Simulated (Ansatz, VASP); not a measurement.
## Sb in VASP and in Ansatz

```xyz
2
Lattice="2.3182 1.3384 3.6989 -2.3182 1.3384 3.6989 0.0000 -2.6769 3.6989" Properties=species:S:1:pos:R:3 pbc="T T T"
Sb    0.0000    0.0000    2.5333
Sb    0.0000    0.0000    8.5633
```

Alike in both runs: task single point; functional PBE; k mesh 12 × 12 × 12; occupations gaussian, width 0.1 eV; no spin polarisation.

|  | VASP | Ansatz |
| --- | --- | --- |
| version | VASP 6.6.1 | Ansatz 0.2.0 |
| potentials or method | VASP PAW PBE potentials, release 64 (Sb), cutoff 500 eV | scalar-relativistic, plane waves, PAW |
| valence electrons in the cell | 10 | 30 |

Ansatz gave:

- gap on the k mesh at the Fermi level (eV): none
- pressure (GPa): -3.0
- traceless stress, the component that is largest in VASP (GPa): 2.92
- rms of the force components (eV/Å): 0.125

**Question.** What did VASP give for the same quantities?

**Answer.** gap on the k mesh at the Fermi level (eV): none; pressure (GPa): -3.0; traceless stress, the component that is largest in VASP (GPa): 2.87; rms of the force components (eV/Å): 0.137.

Atom by atom the forces differ by 0.012 eV/Å (rms over components). A gap of «none» marks a metal or a gap that the smearing closes. The functional is the same, so the differences come from potentials, cutoffs and numerics. VASP's potentials hold 10 valence electrons a cell and Ansatz's 30, so a difference there can come from the potentials and not from the codes.

Spin-orbit coupling is off throughout.
